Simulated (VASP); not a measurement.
Write the native input for VASP 6.6.1 that does the following.

```
Task                   : single point
Functional             : PBE
Potentials or basis    : VASP PAW PBE potentials, release 64 (Ga_d, Sb)
Cutoff                 : 520 eV
k mesh                 : 10 × 10 × 10
Occupations            : gaussian, width 0.1 eV
Spin                   : no spin polarisation
Dipole correction      : no
Further INCAR settings : ALGO = Normal; EDIFF = 1e-06; NBANDS = 22
```

The structure of GaSb3 lies in POSCAR:

```
GaSb3
1.0
    4.8424970559      0.0000000000      0.0000000000
    0.0000000000      4.8424970559      0.0000000000
    0.0000000000      0.0000000000      4.4840189530
Ga Sb
1 3
Direct
    0.0000000000      0.0000000000      0.0000000000
    0.0000000000      0.5000000000      0.5000000000
    0.5000000000      0.0000000000      0.5000000000
    0.5000000000      0.5000000000      0.0000000000
```

These files were run (other wordings do the same):

INCAR

```
ALGO = Normal ; EDIFF = 1E-6
ENCUT = 520 ; GGA = PE
ISIF = 2 ; ISMEAR = 0
LASPH = T ; LCHARG = T
LELF = T ; LREAL = F
LVHAR = T ; LWAVE = F
NBANDS = 22 ; NELM = 60
PREC = Accurate ; SIGMA = 0.1
```

KPOINTS

```
k-points
0
Gamma
  10 10 10
```

Potentials or basis: VASP PAW PBE potentials, release 64 (Ga_d, Sb).

Launch:

```sh
$ cat potpaw_PBE.64/Ga_d/POTCAR potpaw_PBE.64/Sb/POTCAR > POTCAR
$ mpirun -np 1 vasp_std > vasp.out
```

Results of the run:

The pressure is -0.1 GPa. The band gap on the k mesh is zero (band 14 reaches 10.61 eV, above the bottom of band 15 at 6.12 eV).

Caveat: spin-orbit coupling is left out, which moves the levels of the heavy elements.

Run time: 2.3 min on 1 thread of Intel(R) Xeon(R) Platinum 8259CL CPU @ 2.50GHz (Skylake/Cascade Lake), with other jobs on the host, peak memory 0.4 GiB.
